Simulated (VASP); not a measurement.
Here is a VASP 6.6.1 calculation.

File INCAR:

```
PREC = Accurate
ENCUT = 520
EDIFF = 1E-6
ISMEAR = 0
SIGMA = 0.1
LREAL = F
LASPH = T
NELM = 150
ALGO = Normal
ISIF = 2
LWAVE = F
LCHARG = F
ISPIN = 2
MAGMOM = 0 0 0 0 0 0 1
LORBIT = 11
GGA = PE
NBANDS = 22
```

Contents of KPOINTS:

```
Automatic mesh
0
Gamma
  4 4 4
```

File POSCAR:

```
Mg6F
1.0
    7.4048052007      0.0000000000      0.0000000000
    0.0000000000      7.4048052007      0.0000000000
    0.0000000000      0.0000000000      7.4048052007
Mg F
6 1
Direct
    0.5000000000      0.5000000000      0.1982904155
    0.5000000000      0.5000000000      0.8017095845
    0.1982904155      0.5000000000      0.5000000000
    0.8017095845      0.5000000000      0.5000000000
    0.5000000000      0.1982904155      0.5000000000
    0.5000000000      0.8017095845      0.5000000000
    0.0000000000      0.0000000000      0.0000000000
```

Potentials or basis: VASP PAW PBE potentials, release 64 (Mg, F).

Run with:

```bash
$ cat potpaw_PBE.64/Mg/POTCAR potpaw_PBE.64/F/POTCAR > POTCAR
$ mpirun -np 1 vasp_std > vasp.out
```

(1) What does it give for the net moment?

(2) Predict the pressure.

Answers

(1) 0.00 μB per cell.

(2) 0.0 GPa.
